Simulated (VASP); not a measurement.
# PbSe (Fm-3m) in VASP: settings compared, part 2 of 2

VASP 6.6.1. The steps go on from the part before.

**4. Relaxation of cell and atoms, HF**

This run uses another cell than the first one, of 28.67 Å³/atom.

Contents of POSCAR:

```
PbSe
1.0
    0.0000000000      3.0606500000      3.0606500000
    3.0606500000      0.0000000000      3.0606500000
    3.0606500000      3.0606500000      0.0000000000
Pb Se
1 1
Direct
    0.0000000000      0.0000000000      0.0000000000
    0.5000000000      0.5000000000      0.5000000000
```

Contents of INCAR.step1:

```
PREC = Accurate
ENCUT = 600
EDIFF = 1E-5
ISMEAR = -1
SIGMA = 0.05
LREAL = False
LASPH = True
NELM = 60
ALGO = Normal
LWAVE = True
LCHARG = False
GGA = PE
NBANDS = 17
```

Contents of INCAR.step2:

```
PREC = Accurate
ENCUT = 600
EDIFF = 1E-6
ISMEAR = -1
SIGMA = 0.05
LREAL = False
LASPH = True
NELM = 60
ALGO = Normal
ISIF = 3
LWAVE = False
LCHARG = False
GGA = PE
LHFCALC = True
AEXX = 1.0
ALDAC = 0.0
AGGAC = 0.0
PRECFOCK = Normal
IBRION = 2
NSW = 60
EDIFFG = -0.01
ISTART = 1
```

Contents of KPOINTS:

```
regular mesh
0
Gamma
  4 4 4
```

Potentials or basis: VASP PAW PBE potentials, release 64 (Pb_d, Se).

Launch:

```sh
$ cat potpaw_PBE.64/Pb_d/POTCAR potpaw_PBE.64/Se/POTCAR > POTCAR
$ cp INCAR.step1 INCAR
$ mpirun -np 1 vasp_std > vasp.out
$ cp INCAR.step2 INCAR
$ mpirun -np 1 vasp_std > vasp.out
```

OUTCAR:

```text
PREC = Accurate
   ENCUT = 600
   EDIFF = 1E-6
   ISMEAR = -1
   LREAL = False
   LASPH = True
   NELM = 60
   ISIF = 3
   GGA = PE
   LHFCALC = True
   AEXX = 1.0
   PRECFOCK = Normal
   IBRION = 2
   NSW = 60
   EDIFFG = -0.01
   ISTART = 1

 ion  position               nearest neighbor table
   1  0.000  0.000  0.000-   2 3.06   2 3.06   2 3.06   2 3.06   2 3.06   2 3.06
   2  0.500  0.500  0.500-   1 3.06   1 3.06   1 3.06   1 3.06   1 3.06   1 3.06

  LATTYP: Found a face centered cubic cell.
 ALAT       =     6.1213000000

  Lattice vectors:

 A1 = (   0.0000000000,   3.0606500000,   3.0606500000)
 A2 = (   3.0606500000,   0.0000000000,   3.0606500000)
 A3 = (   3.0606500000,   3.0606500000,   0.0000000000)

Analysis of symmetry for initial positions (statically):
[... 183 lines left out ...]
      8       0.4903      2.00000
      9       0.4904      2.00000
     10       0.4904      2.00000
     11      14.7526      0.00000
     12      14.7526      0.00000
     13      14.7526      0.00000
     14      16.1346      0.00000
[... 188 lines left out ...]
--------------------------------------- Ionic step        3  -------------------------------------------

 number of electron      19.9999999 magnetization

 Free energy of the ion-electron system (eV)
  ---------------------------------------------------
  ext. energy  EPLUGINS =         0.00000000
  ---------------------------------------------------
  free energy    TOTEN  =       -16.92398195 eV

  energy without entropy =      -16.92398195  energy(sigma->0) =      -16.92398195

 E-fermi :   3.2152     XC(G=0):   0.0000

 val. band max:        2.0365777190   @ k =   0.5000   0.0000   0.0000
 cond. band min:       7.8731486791   @ k =   0.5000   0.0000   0.0000
 fundamental gap:      5.8365709601
 Fermi energy:         3.2152155934

 k-point     1 :       0.0000    0.0000    0.0000
  band No.  band energies     occupation
      1     -21.4946      2.00000
      2     -21.4946      2.00000
      3     -21.4642      2.00000
      4     -21.4642      2.00000
      5     -21.4642      2.00000
      6     -15.9223      2.00000
      7      -5.5887      2.00000
      8      -0.3251      2.00000
      9      -0.3251      2.00000
     10      -0.3251      2.00000
     11      12.8888      0.00000
     12      12.8888      0.00000
     13      12.8888      0.00000
     14      14.8184      0.00000
[... 146 lines left out ...]
  FREE ENERGIE OF THE ION-ELECTRON SYSTEM (eV)
  ---------------------------------------------------
  free  energy   TOTEN  =       -16.9239819489 eV

  energy  without entropy=      -16.9239819488  energy(sigma->0) =      -16.92398195

 reached required accuracy - stopping structural energy minimisation
```

OUTCAR.step1:

```text
PREC = Accurate
   ENCUT = 600
   EDIFF = 1E-5
   ISMEAR = -1
   LREAL = False
[... 362 lines left out ...]
      0.00000      0.00000      0.00000         0.000000      0.000000     -0.000000
      3.06065      3.06065      3.06065         0.000000      0.000000      0.000000
 -----------------------------------------------------------------------------------
    total drift:                               -0.000000      0.000000      0.000000

  FREE ENERGIE OF THE ION-ELECTRON SYSTEM (eV)
  ---------------------------------------------------
  free  energy   TOTEN  =        -8.1690885343 eV

  energy  without entropy=       -8.1665815372  energy(sigma->0) =       -8.16783504
```

Wall time 55 min (1 thread of Intel Xeon Platinum 8488C (Sapphire Rapids), shared host); peak memory 0.24 GiB.

What came out:

```yaml
Free_energy: -16.9240 eV
Relaxed_volume: 32.35 Å³/atom
Relaxed_cell: a = 4.506 Å, b = 4.506 Å, c = 4.506 Å, α = 60.00°, β = 60.00°, γ = 60.00°
Space_group_after_relaxing_to_0.1_Å: Fm-3m (No. 225)
Energy_gained_by_relaxing: 73.3 meV/atom
Ionic_steps: 3
Pressure_after_relaxing: 0.0 GPa
Band_gap_on_the_k_mesh: 5.84 eV
```

The path:
```tsv
step	energy change (eV)	largest force (eV/Å)	pressure (GPa)	volume (Å³)
1	0.0000	0.0000	7.09	57.34
2	-0.1181	0.0000	-2.29	68.52
3	-0.1466	0.0000	0.02	64.69
```

Final structure:
```cif
data_structure
_symmetry_space_group_name_H-M 'P 1'
_symmetry_Int_Tables_number 1
_cell_length_a 4.5060
_cell_length_b 4.5060
_cell_length_c 4.5060
_cell_angle_alpha 60.000
_cell_angle_beta 60.000
_cell_angle_gamma 60.000
_cell_volume 64.69
loop_
_atom_site_label
_atom_site_type_symbol
_atom_site_fract_x
_atom_site_fract_y
_atom_site_fract_z
_atom_site_occupancy
Pb1 Pb 0.00000 0.00000 0.00000 1
Se1 Se 0.50000 0.50000 0.50000 1
```

Levels at points of the mesh, in eV from the valence-band top:
| k point | band 6 | band 7 | band 8 | band 9 | band 10 | band 11 | band 12 | band 13 | band 14 |
| --- | --- | --- | --- | --- | --- | --- | --- | --- | --- |
| (0.00, 0.00, 0.00) | -17.96 | -7.63 | -2.36 | -2.36 | -2.36 | 10.85 | 10.85 | 10.85 | 12.78 |
| (0.50, 0.00, 0.00) | -16.82 | -10.92 | -2.01 | -2.01 | 0.00 | 5.84 | 7.31 | 7.31 | 14.95 |
| (0.50, 0.50, 0.00) | -16.45 | -8.97 | -5.99 | -3.91 | -3.91 | 9.60 | 11.81 | 11.81 | 12.32 |

Caveat: the k points lie up to 0.43 Å⁻¹ apart in the final cell; the PAW data sets were made with another functional, which shifts forces and pressure a little; spin-orbit coupling is left out, which moves the levels of the heavy elements.

**5. Single point, HSE06, non-collinear spin, zero start, spin-orbit coupling**

This run uses another cell than the first one, of 28.67 Å³/atom.

POSCAR is that of step 4.

Contents of INCAR.step1:

```
SYSTEM = PbSe
PREC = Accurate
ENCUT = 520
EDIFF = 1E-5
ISMEAR = -1
SIGMA = 0.05
LREAL = .FALSE.
LASPH = .TRUE.
NELM = 150
ALGO = Normal
ISIF = 2
LWAVE = .TRUE.
LCHARG = .FALSE.
MAGMOM = 0 0 0 0 0 0
LORBIT = 11
LSORBIT = .TRUE.
GGA_COMPAT = .FALSE.
LORBMOM = .TRUE.
NBANDS = 32
GGA = PE
```

Contents of INCAR.step2:

```
SYSTEM = PbSe
PREC = Accurate
ENCUT = 520
EDIFF = 1E-7
ISMEAR = -1
SIGMA = 0.05
LREAL = .FALSE.
LASPH = .TRUE.
NELM = 150
ALGO = Normal
ISIF = 2
LWAVE = .FALSE.
LCHARG = .FALSE.
MAGMOM = 0 0 0 0 0 0
LORBIT = 11
LSORBIT = .TRUE.
GGA_COMPAT = .FALSE.
LORBMOM = .TRUE.
GGA = PE
LHFCALC = .TRUE.
HFSCREEN = 0.2079
PRECFOCK = Normal
NBANDS = 32
ISTART = 1
```

Contents of KPOINTS:

```
Automatic mesh
0
G
  4 4 4
  0 0 0
```

Launch:

```sh
$ cat potpaw_PBE.64/Pb_d/POTCAR potpaw_PBE.64/Se/POTCAR > POTCAR
$ cp INCAR.step1 INCAR
$ mpirun -np 1 vasp_ncl > vasp.out
$ cp INCAR.step2 INCAR
$ mpirun -np 1 vasp_ncl > vasp.out
```

It took 2.4 h on 1 thread of AMD EPYC 9755, shared host; peak memory 0.42 GiB.

Results (log left out):

```yaml
Free_energy: -10.0937 eV
Pressure: 1.0 GPa
Net_moment: 0.00 μB per cell
Valence_electrons_inside_the_program's_atomic_spheres: Pb 11.87; Se 3.87
```

Moments on the atoms (μB; x, y, z):
```
Pb  0.00 0.00 0.00
Se  0.00 0.00 0.00
```

Caveat: the k points lie up to 0.44 Å⁻¹ apart; the PAW data sets were made with another functional, which shifts forces and pressure a little.

**6. Summary**

| task | level | spin | cell | k mesh | cutoff (eV) | smearing | tolerance level | purpose | passes | dipole correction | grid for exact exchange (PRECFOCK) | gap on the mesh (eV) | pressure (GPa) | relaxed volume (Å³/atom) |
| --- | --- | --- | --- | --- | --- | --- | --- | --- | --- | --- | --- | --- | --- | --- |
| relaxation of cell and atoms | r2SCAN | off | relaxed from a = 4.413 Å, angles 60.0°, 2 atoms | 8 × 8 × 8 | 620 | gaussian 0.03 eV | standard | cell | 3 | - | - | 0.67 | 0.0 | 29.49 |
| single point | HF | off | a = 4.530 Å, angles 60.0°, 2 atoms | 4 × 4 × 4 | 520 | fermi-dirac 0.05 eV | - | - | - | no | Normal | 5.89 | -0.7 | - |
| relaxation of cell and atoms | HF | off | relaxed from a = 4.328 Å, angles 60.0°, 2 atoms | 4 × 4 × 4 | 600 | fermi-dirac 0.05 eV | - | - | - | no | Normal | 5.84 | 0.0 | 32.35 |
| single point | HSE06 | non-collinear, zero start, SOC | a = 4.328 Å, angles 60.0°, 2 atoms | 4 × 4 × 4 | 520 | fermi-dirac 0.05 eV | - | - | - | no | Normal | - | 1.0 | - |

Alike in all rows: potentials or basis VASP PAW PBE potentials, release 64 (Pb_d, Se).

Caveats: some runs use coarse meshes; the PAW data sets were made with another functional, which shifts forces and pressure a little; spin-orbit coupling is left out, which moves the levels of the heavy elements (at least some runs).

Total energies depend on the potentials used, so only differences within one code and one set of settings carry meaning.
